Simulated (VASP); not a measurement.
Write the native input for VASP 6.6.1 that does the following.

* Task: single point
* Functional: r2SCAN
* Potentials or basis: VASP PAW PBE potentials, release 64 (W_sv, C)
* Cutoff: 520 eV
* k mesh: 10 × 10 × 10
* Occupations: fermi-dirac, width 0.05 eV
* Spin: no spin polarisation
* Dipole correction: no
* Further INCAR settings: ALGO = Normal; EDIFF = 1e-07; NBANDS = 16

WC:

```
W C
1.0
     0.00000    2.14792    2.14792
     2.14792    0.00000    2.14792
     2.14792    2.14792    0.00000
W C
1 1
Cartesian
  0.0000 0.0000 0.0000
  2.1479 2.1479 2.1479
```

These files were run (other wordings do the same):

POSCAR

```
WC
1.0
    0.0000000000      2.1479227872      2.1479227872
    2.1479227872      0.0000000000      2.1479227872
    2.1479227872      2.1479227872      0.0000000000
W C
1 1
Direct
    0.0000000000      0.0000000000      0.0000000000
    0.5000000000      0.5000000000      0.5000000000
```

INCAR.step1

```
PREC = Accurate ; ENCUT = 520
ISMEAR = -1 ; SIGMA = 0.05
LREAL = False ; LASPH = True
NELM = 100 ; NBANDS = 16
GGA = PE ; ALGO = Normal
EDIFF = 1E-4 ; LWAVE = True
LCHARG = False
```

INCAR.step2

```
PREC = Accurate ; ENCUT = 520
EDIFF = 1E-7 ; ISMEAR = -1
SIGMA = 0.05 ; LREAL = False
LASPH = True ; NELM = 100
ALGO = Normal ; ISIF = 2
LWAVE = False ; LCHARG = False
METAGGA = R2SCAN ; LMIXTAU = True
NBANDS = 16 ; ISTART = 1
```

KPOINTS

```
regular mesh
0
Gamma
  10 10 10
```

Potentials or basis: VASP PAW PBE potentials, release 64 (W_sv, C).

Command:

```bash
$ cat potpaw_PBE.64/W_sv/POTCAR potpaw_PBE.64/C/POTCAR > POTCAR
$ cp INCAR.step1 INCAR
$ mpirun -np 1 vasp_std > vasp.out
$ cp INCAR.step2 INCAR
$ mpirun -np 1 vasp_std > vasp.out
```

It gave:

```json
{
 "Pressure": "22.0 GPa",
 "Band gap on the k mesh": "zero (band 9 reaches 14.61 eV, above the bottom of band 10 at 10.96 eV)"
}
```

Caveat: the PAW data sets were made with another functional, which shifts forces and pressure a little; spin-orbit coupling is left out, which moves the levels of the heavy elements.

It took 60 s on 1 thread of AMD EPYC 9R45 96-Core Processor (Zen 5), with other jobs on the host, peak memory 0.12 GiB.
